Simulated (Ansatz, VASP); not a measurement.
One calculation of Tl4Br, two programs

```
CELL_PARAMETERS angstrom
-3.69416 3.69416 3.69416
3.69416 -3.69416 3.69416
3.69416 3.69416 -3.69416
ATOMIC_POSITIONS crystal
Tl 0.00000 0.00000 0.50000
Tl 0.50000 0.00000 0.00000
Tl 0.00000 0.50000 0.00000
Tl 0.50000 0.50000 0.50000
Br 0.00000 0.00000 0.00000
```

Change from the starting cell: species swapped into the Hg4Pt type (Im-3m, No. 229).

Alike in both runs: functional PBE; k mesh 8 × 8 × 8; occupations gaussian, width 0.1 eV; no spin polarisation.

Ansatz relaxed the structure, and its values are those at the end. VASP's run is a single point on that final structure, the one shown.

|  | VASP | Ansatz |
| --- | --- | --- |
| version | VASP 6.6.1 | Ansatz 0.2.0 |
| potentials or method | VASP PAW PBE potentials, release 64 (Tl_d, Br), cutoff 520 eV | scalar-relativistic, plane waves, PAW |
| valence electrons in the cell | 59 | 59 |

|  | VASP | Ansatz | Ansatz less VASP |
| --- | --- | --- | --- |
| gap on the k mesh at the Fermi level (eV) | none | none | - |
| pressure (GPa) | 0.0 | 0.0 | +0.04 |

A gap of «none» marks a metal or a gap that the smearing closes.

Neither program's run includes spin-orbit coupling.
